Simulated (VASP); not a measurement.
# GaAs: single point with BLYP+D3(BJ)

Crystal: GaAs.

```xyz
2
Lattice="0.0000 2.8079 2.8079 2.8079 0.0000 2.8079 2.8079 2.8079 0.0000" Properties=species:S:1:pos:R:3 pbc="T T T"
As    4.2118    4.2118    4.2118
Ga    0.0000    0.0000    0.0000
```

```
Program                : VASP 6.6.1
Task                   : single point
Functional             : BLYP
Dispersion             : D3(BJ)
Potentials or basis    : VASP PAW PBE potentials, release 64 (As, Ga_d)
Cutoff                 : 520 eV
k mesh                 : 6 × 6 × 6
Occupations            : gaussian, width 0.15 eV
Spin                   : non-collinear spin, typed start
Starting moments       : [[0.0, 0.0, 0.5], [0.0, 0.0, 0.0]] μB
Dipole correction      : no
Further INCAR settings : ALGO = Normal; EDIFF = 1e-06; NBANDS = 30
```

The pressure is 2.8 GPa. The band gap on the k mesh is 0.55 eV and the net moment is 0.00 μB per cell. The valence electrons inside the program's atomic spheres are As 2.89; Ga 11.71. The dispersion energy per atom is -0.763 eV.

Levels at points of the mesh, in eV from the valence-band top:
```csv
k point,band 14,band 15,band 16,band 17,band 18,band 19,band 20,band 21,band 22,band 23
"(0.00, 0.00, 0.00)",0.00,0.00,0.00,0.00,0.00,0.55,0.55,3.76,3.76,3.76
"(0.50, 0.00, 0.00)",-6.73,-1.17,-1.17,-1.17,-1.17,1.04,1.04,4.71,4.71,4.71
"(0.50, 0.50, 0.00)",-6.94,-2.72,-2.72,-2.72,-2.72,1.58,1.58,1.73,1.73,10.26
"(0.00, 0.50, 0.50)",-6.94,-2.72,-2.72,-2.72,-2.72,1.58,1.58,1.73,1.73,10.26
```

Moments on the atoms (μB; x, y, z):
```
As  0.00 0.00 0.00
Ga  0.00 0.00 0.00
```

Run time: 88 s on 1 thread of Intel(R) Xeon(R) 6975P-C (Granite Rapids), on a shared host, peak memory 0.36 GiB.

Caveat: the PAW data sets were made with another functional, which shifts forces and pressure a little. A k mesh can miss the band edges.
